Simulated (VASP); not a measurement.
Set up this calculation in VASP 6.6.1, as the native input.

- Task: single point
- Functional: PBEsol
- Potentials or basis: VASP PAW PBE potentials, release 64 (Pb_d, S)
- Cutoff: 500 eV
- k mesh: 6 × 6 × 6
- Occupations: gaussian, width 0.01 eV
- Spin: no spin polarisation
- Dipole correction: no
- Further INCAR settings: ALGO = Normal; EDIFF = 1e-06; NBANDS = 17

The structure of PbS (Galena) lies in POSCAR:

```
PbS
1.0
    0.0000000000      2.9154733381      2.9154733381
    2.9154733381      0.0000000000      2.9154733381
    2.9154733381      2.9154733381      0.0000000000
Pb S
1 1
Direct
    0.0000000000      0.0000000000      0.0000000000
    0.5000000000      0.5000000000      0.5000000000
```

One way to write it, as run:

INCAR

```
SYSTEM = PbS
ALGO = Normal ; EDIFF = 1E-6
ENCUT = 500 ; GGA = PS
GGA_COMPAT = .False. ; ISIF = 2
ISMEAR = 0 ; LASPH = .True.
LCHARG = .False. ; LREAL = .False.
LWAVE = .False. ; NBANDS = 17
NELM = 120 ; PREC = Accurate
SIGMA = 0.01
```

KPOINTS

```
k-points
0
Gamma
  6 6 6
  0 0 0
```

Potentials or basis: VASP PAW PBE potentials, release 64 (Pb_d, S).

Command:

```bash
$ cat potpaw_PBE.64/Pb_d/POTCAR potpaw_PBE.64/S/POTCAR > POTCAR
$ mpirun -np 1 vasp_std > vasp.out
```

It gave:

```json
{
  "Pressure": "2.3 GPa",
  "Band gap on the k mesh": "0.05 eV, direct"
}
```

Caveat: the PAW data sets were made with another functional, which shifts forces and pressure a little; spin-orbit coupling is left out, which moves the levels of the heavy elements.

Run time: 30 s on 1 thread of AMD EPYC 7R13, on a shared host, peak memory 0.14 GiB.
